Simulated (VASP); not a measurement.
# ZnS (Cm) in VASP: a series of runs

ZnS is run at these levels: r2SCAN; tasks: single point.

Program: VASP 6.6.1. These are calculated values, not measurements. Logs are shortened: lines on timing, memory, paths and dates and some standing lists are left out, and cuts for length are marked.

## (1) The cell of the first run

Symmetry: Cm, No. 8, monoclinic system. The conventional cell has a = 6.601 Å, b = 3.811 Å, c = 12.516 Å, α = 90.00°, β = 95.04°, γ = 90.00°. Zn (site symmetry m) has 4 S at 2.31 to 2.40 Å within 3.1 Å. Within 3.1 Å of Zn (site symmetry m) lie 4 S at 2.31 to 2.40 Å. Within 3.1 Å of Zn (site symmetry m) lie 4 S at 2.31 to 2.64 Å. Within 3.1 Å of Zn (site symmetry m) lie 4 S at 2.31 to 2.40 Å. Within 3.1 Å of S (site symmetry m) lie 4 Zn at 2.31 to 2.40 Å. S (site symmetry m) has 4 Zn at 2.31 to 2.40 Å within 3.1 Å. S (site symmetry m) has 4 Zn at 2.31 to 2.64 Å within 3.1 Å. S (site symmetry m) has 4 Zn at 2.31 to 2.40 Å within 3.1 Å.

## (2) Single point, r2SCAN (the part above a cut slid along it)

File POSCAR:

```
ZnS
1.0
   -3.8109987816      0.0000000000      0.0000000000
   -1.9054993908     -3.3004217586      0.0000000000
   -4.7635579270     -2.7502414515     12.4680000000
Zn S
4 4
Direct
   -0.2114365417     -0.2114365417      0.6537500000
    0.2052134583      0.2052134583      0.1537500000
   -0.0864282083     -0.0864282083      0.9037500000
    0.3302217917      0.3302217917      0.4037500000
   -0.3718467917     -0.3718467917      0.8462500000
    0.0448032083      0.0448032083      0.3462500000
    0.5864615417      0.5864615417      0.0962500000
    0.1698115417      0.1698115417      0.5962500000
```

File INCAR.step1:

```
PREC     = Accurate       # precision mode
ENCUT    = 520            # plane-wave cutoff, eV
ISMEAR   = 0              # smearing method
SIGMA    = 0.05           # smearing width, eV
LREAL    = F              # projectors in reciprocal space
LASPH    = T              # aspherical terms in the spheres
NELM     = 80             # most SCF steps
NBANDS   = 46             # bands
GGA      = PE             # functional
ALGO     = Normal         # electronic algorithm
EDIFF    = 1E-4           # SCF threshold, eV
LWAVE    = T              # write WAVECAR
LCHARG   = F              # write CHGCAR
```

File INCAR.step2:

```
PREC     = Accurate       # precision mode
ENCUT    = 520            # plane-wave cutoff, eV
EDIFF    = 1E-7           # SCF threshold, eV
ISMEAR   = 0              # smearing method
SIGMA    = 0.05           # smearing width, eV
LREAL    = F              # projectors in reciprocal space
LASPH    = T              # aspherical terms in the spheres
NELM     = 80             # most SCF steps
ALGO     = Normal         # electronic algorithm
ISIF     = 2              # what is computed and relaxed
LWAVE    = F              # write WAVECAR
LCHARG   = T              # write CHGCAR
METAGGA  = R2SCAN         # meta-GGA
LMIXTAU  = T            
LELF     = T              # ELF
LVHAR    = T            
NBANDS   = 46             # bands
ISTART   = 1
```

File KPOINTS:

```
regular mesh
0
Gamma
  7 7 2
```

Potentials or basis: VASP PAW PBE potentials, release 64 (Zn, S).

The run is started by

```bash
$ cat potpaw_PBE.64/Zn/POTCAR potpaw_PBE.64/S/POTCAR > POTCAR
$ cp INCAR.step1 INCAR
$ mpirun -np 1 vasp_std > vasp.out
$ cp INCAR.step2 INCAR
$ mpirun -np 1 vasp_std > vasp.out
```

OUTCAR:

```text
PREC = Accurate
   ENCUT = 520
   EDIFF = 1E-7
   ISMEAR = 0
   LREAL = F
   LASPH = T
   NELM = 80
   ISIF = 2
   METAGGA = R2SCAN
   ISTART = 1

 ion  position               nearest neighbor table
   1  0.789  0.789  0.654-   8 2.31   8 2.31   8 2.31   5 2.40
   2  0.205  0.205  0.154-   7 2.31   7 2.31   7 2.31   6 2.40
   3  0.914  0.914  0.904-   5 2.31   5 2.31   5 2.31   7 2.64
   4  0.330  0.330  0.404-   6 2.31   6 2.31   6 2.31   8 2.40
   5  0.628  0.628  0.846-   3 2.31   3 2.31   3 2.31   1 2.40
   6  0.045  0.045  0.346-   4 2.31   4 2.31   4 2.31   2 2.40
   7  0.586  0.586  0.096-   2 2.31   2 2.31   2 2.31   3 2.64
   8  0.170  0.170  0.596-   1 2.31   1 2.31   1 2.31   4 2.40

  LATTYP: Found a base centered monoclinic cell.
 ALAT       =     6.6008435173
 B/A-ratio  =     0.5773502692
 C/A-ratio  =     1.8961912711
 COS(beta)  =    -0.0879130721

  Lattice vectors:

 A1 = (  -3.8109987816,   0.0000000000,   0.0000000000)
 A2 = (  -1.9054993908,  -3.3004217586,   0.0000000000)
 A3 = (   0.9529402454,   0.5501803071,  12.4680000000)

Analysis of symmetry for initial positions (statically):
=====================================================================
 Subroutine PRICEL returns:
 Original cell was already a primitive cell.

 Routine SETGRP: Setting up the symmetry group for a
 base centered monoclinic supercell.

 Subroutine GETGRP returns: Found  2 space group operations
 (whereof  2 operations were pure point group operations)
 out of a pool of  4 trial point group operations.

The static configuration has the point symmetry C_1h.

Analysis of symmetry for dynamics (positions and initial velocities):
=====================================================================
 Subroutine PRICEL returns:
 Original cell was already a primitive cell.

 Routine SETGRP: Setting up the symmetry group for a
 base centered monoclinic supercell.

 Subroutine GETGRP returns: Found  2 space group operations
 (whereof  2 operations were pure point group operations)
 out of a pool of  4 trial point group operations.

The dynamic configuration has the point symmetry C_1h.

 Subroutine INISYM returns: Found  2 space group operations
 (whereof  2 operations are pure point group operations),
 and found     1 'primitive' translations

----------------------------------------------------------------------------------------

                                     Primitive cell

[... 108 lines left out ...]
   ISIF   =      2    stress and relaxation
   ISYM   =      2    0-nonsym 1-usesym 2-fastsym
   POTIM  = 0.5000    time-step for ionic-motion
   TEBEG  =    0.0;   TEEND  =   0.0 temperature during run
   PSTRESS=    0.0 pullay stress
   NELECT =      72.0000    total number of electrons
   NUPDOWN=      -1.0000    fix difference up-down
   EMIN   =  10.00;   EMAX   =-10.00  energy-range for DOS
   EFERMI =   0.00;   METHOD = LEGACY
   ISMEAR =     0;   SIGMA  =   0.05  broadening in eV -4-tet -1-fermi 0-gaus
   EFERMI_NEDOS =   21; number of points for ismear=-14 and -15
   IALGO  =     38    algorithm
   IMIX   =      4    mixing-type and parameters
     AMIX     =   0.40;   BMIX     =  1.00
     AMIX_MAG =   1.60;   BMIX_MAG =  1.00
  volume/ion in A,a.u.               =      19.60       132.29
  Fermi-wavevector in a.u.,A,eV,Ry     =   1.262944  2.386617 21.701656  1.595027
  Thomas-Fermi vector in A             =   2.396326
   LORBIT       =      0    0 simple, 1 ext, 2 COOP (PROOUT), +10 PAW based schemes
   METAGGA = R2SCAN    functional components
   LHFCALC =     F    Hartree Fock is set to
   AEXX    =    0.0000 exact exchange contribution
   IVDW    =     0    specifies the selected vdW correction
   LEPSILON=     F    determine dielectric tensor
   LRPA    =     F    only Hartree local field effects (RPA)
 non-spin polarized calculation
 Gauss-broadening in eV      SIGMA  =   0.05
  energy-cutoff  :      520.00
  volume of cell :      156.82
 maximum number of plane-waves:      4246
   NGX = 15   NGY = 15   NGZ = 51

 number of electron      72.0000009 magnetization

 Free energy of the ion-electron system (eV)
  ---------------------------------------------------
  ext. energy  EPLUGINS =         0.00000000
  ---------------------------------------------------
  free energy    TOTEN  =       -74.94147440 eV

  energy without entropy =      -74.94147440  energy(sigma->0) =      -74.94147440

 E-fermi :   2.3279     XC(G=0): -10.3199

 val. band max:        2.1189030907   @ k =   0.0000   0.0000   0.0000
 cond. band min:       4.4671637995   @ k =   0.0000   0.0000   0.0000
 fundamental gap:      2.3482607088
 Fermi energy:         2.3278838964

 k-point     1 :       0.0000    0.0000    0.0000
  band No.  band energies     occupation
      1     -11.8771      2.00000
      2     -11.4425      2.00000
      3     -11.2707      2.00000
      4     -10.7776      2.00000
      5      -4.8980      2.00000
      6      -4.8860      2.00000
[... 1165 lines left out ...]
     45       9.2820      0.00000
     46       9.8446      0.00000

 [... further k-points ...]

------------------------ aborting loop because EDIFF is reached ----------------------------------------

  FORCE on cell =-STRESS in cart. coord.  units (eV):
  Direction    XX          YY          ZZ          XY          YZ          ZX
  --------------------------------------------------------------------------------------
  -------------------------------------------------------------------------------------
  Total        0.1818383      0.0782460     -0.4068933      0.0897135     -1.2346195     -2.1385535
  in kB        1.8577654      0.7994066     -4.1570584      0.9165655    -12.6135883    -21.8487028
  external PRESSURE =      -0.4999621 kB  Pullay stress =       0.0000000 kB

 VOLUME and BASIS-vectors are now :
 -----------------------------------------------------------------------------
  energy-cutoff  :      520.00
  volume of cell :      156.82
      direct lattice vectors                 reciprocal lattice vectors
    -3.810998782  0.000000000  0.000000000    -0.262398405  0.151495789 -0.066835098
    -1.905499391 -3.300421759  0.000000000     0.000000000 -0.302991579 -0.066835098
    -4.763557927 -2.750241451 12.468000000     0.000000000  0.000000000  0.080205326

 POSITION                                       TOTAL-FORCE (eV/Angst)
 -----------------------------------------------------------------------------------
     -7.62200     -4.40056      8.15096         0.029565      0.017069      0.209111
     -1.90550     -1.10014      1.91696         0.132253      0.076356      0.389198
     -9.52750     -5.50070     11.26796         0.300490      0.173488      0.399743
     -3.81100     -2.20028      5.03396        -0.006045     -0.003490      0.196715
     -7.62200     -4.40056     10.55104         0.320648      0.185126     -0.372529
     -1.90550     -1.10014      4.31704        -0.038861     -0.022437     -0.198174
     -3.81100     -2.20028      1.20004        -0.753074     -0.434787     -0.395199
     -3.81100     -2.20028      7.43404         0.015024      0.008674     -0.228867
 -----------------------------------------------------------------------------------
    total drift:                               -0.025047     -0.014461      0.002150

  FREE ENERGIE OF THE ION-ELECTRON SYSTEM (eV)
  ---------------------------------------------------
  free  energy   TOTEN  =       -74.9414743982 eV

  energy  without entropy=      -74.9414743982  energy(sigma->0) =      -74.94147440
```

OUTCAR.step1:

```text
PREC = Accurate
   ENCUT = 520
   ISMEAR = 0
   LREAL = F
[... 1423 lines left out ...]
     -7.62200     -4.40056     10.55104         0.289973      0.167416     -0.342630
     -1.90550     -1.10014      4.31704        -0.041132     -0.023748     -0.205742
     -3.81100     -2.20028      1.20004        -0.710498     -0.410206     -0.460819
     -3.81100     -2.20028      7.43404         0.011365      0.006562     -0.238777
 -----------------------------------------------------------------------------------
    total drift:                               -0.001537     -0.000887     -0.001871

  FREE ENERGIE OF THE ION-ELECTRON SYSTEM (eV)
  ---------------------------------------------------
  free  energy   TOTEN  =       -26.8854662319 eV

  energy  without entropy=      -26.8854662319  energy(sigma->0) =      -26.88546623
```

Wall time 9.8 min (1 thread of AMD EPYC 9R45 (Zen 5), shared host); peak memory 0.38 GiB.

What came out:

| Property | Result |
| --- | --- |
| Free energy | -74.9415 eV |
| Pressure | 0.0 GPa |
| Largest force | 0.955 eV/Å |
| Band gap on the k mesh | 2.35 eV |

Forces on the atoms (eV/Å):
```
Zn   0.030  0.017  0.209
Zn   0.132  0.076  0.389
Zn   0.300  0.173  0.400
Zn  -0.006 -0.003  0.197
S    0.321  0.185 -0.373
S   -0.039 -0.022 -0.198
S   -0.753 -0.435 -0.395
S    0.015  0.009 -0.229
```

Levels at points of the mesh, in eV from the valence-band top:
```csv
k point,band 32,band 33,band 34,band 35,band 36,band 37,band 38,band 39,band 40,band 41
"(0.00, 0.00, 0.00)",-0.56,-0.54,-0.29,-0.22,0.00,2.35,3.36,3.68,3.95,6.34
"(0.00, 0.00, 0.50)",-0.80,-0.50,-0.49,-0.25,-0.22,2.89,3.44,3.52,3.71,6.38
```

Caveat: the cell differs from its parent crystal (the part above a cut slid along it); the PAW data sets were made with another functional, which shifts forces and pressure a little.

## (3) Single point, r2SCAN (the part above a cut slid along it)

File POSCAR:

```
ZnS
1.0
   -3.8109987816      0.0000000000      0.0000000000
   -1.9054993908     -3.3004217586      0.0000000000
   -0.4761842978     -0.2749251325     12.4680000000
Zn S
4 4
Direct
    0.2788759583      0.2788759583      0.6537500000
    0.3205259583      0.3205259583      0.1537500000
    0.5913842917      0.5913842917      0.9037500000
    0.6330342917      0.6330342917      0.4037500000
    0.2628407083      0.2628407083      0.8462500000
    0.3044907083      0.3044907083      0.3462500000
    0.6586490417      0.6586490417      0.0962500000
    0.6169990417      0.6169990417      0.5962500000
```

File INCAR.step1:

```
SYSTEM = ZnS
  PREC = Accurate
  ENCUT = 520
  ISMEAR = 0
  SIGMA = 0.05
  LREAL = .FALSE.
  LASPH = .TRUE.
  NELM = 100
  NBANDS = 46
  GGA = PE
  ALGO = Normal
  EDIFF = 1E-4
  LWAVE = .TRUE.
  LCHARG = .FALSE.
```

File INCAR.step2:

```
SYSTEM = ZnS
  PREC = Accurate
  ENCUT = 520
  EDIFF = 1E-6
  ISMEAR = 0
  SIGMA = 0.05
  LREAL = .FALSE.
  LASPH = .TRUE.
  NELM = 100
  ALGO = Normal
  ISIF = 2
  LWAVE = .FALSE.
  LCHARG = .FALSE.
  METAGGA = R2SCAN
  LMIXTAU = .TRUE.
  NBANDS = 46
  ISTART = 1
```

File KPOINTS:

```
regular mesh
0
G
  7 7 2
  0 0 0
```

Potentials or basis: VASP PAW PBE potentials, release 64 (Zn, S).

The run is started by

```bash
$ cat potpaw_PBE.64/Zn/POTCAR potpaw_PBE.64/S/POTCAR > POTCAR
$ cp INCAR.step1 INCAR
$ mpirun -np 1 vasp_std > vasp.out
$ cp INCAR.step2 INCAR
$ mpirun -np 1 vasp_std > vasp.out
```

Wall time 6.6 min (1 thread of AMD EPYC 9R45 (Zen 5), shared host); peak memory 0.36 GiB.

It converged, with:

```
Free energy            : -75.3032 eV
Pressure               : 0.0 GPa
Largest force          : 0.552 eV/Å
Band gap on the k mesh : 2.71 eV
```

Forces on the atoms (eV/Å):
```
Zn  -0.030 -0.018  0.283
Zn   0.007  0.004  0.333
Zn  -0.189 -0.109  0.395
Zn   0.026  0.015  0.303
S   -0.106 -0.061 -0.286
S    0.018  0.011 -0.284
S    0.274  0.158 -0.452
S    0.000  0.000 -0.291
```

Stress tensor (GPa, compression positive):
```
 0.39 -0.46  0.96
-0.46  0.92  0.55
 0.96  0.55 -1.21
```

Levels at points of the mesh, in eV from the valence-band top:
```csv
k point,band 32,band 33,band 34,band 35,band 36,band 37,band 38,band 39,band 40,band 41
"(0.00, 0.00, 0.00)",-0.49,-0.47,-0.15,-0.05,0.00,2.71,3.47,3.94,4.02,6.60
"(0.00, 0.00, 0.50)",-0.73,-0.29,-0.22,-0.17,-0.16,3.48,3.61,3.63,3.67,6.60
```

Caveat: the cell differs from its parent crystal (the part above a cut slid along it); the PAW data sets were made with another functional, which shifts forces and pressure a little.
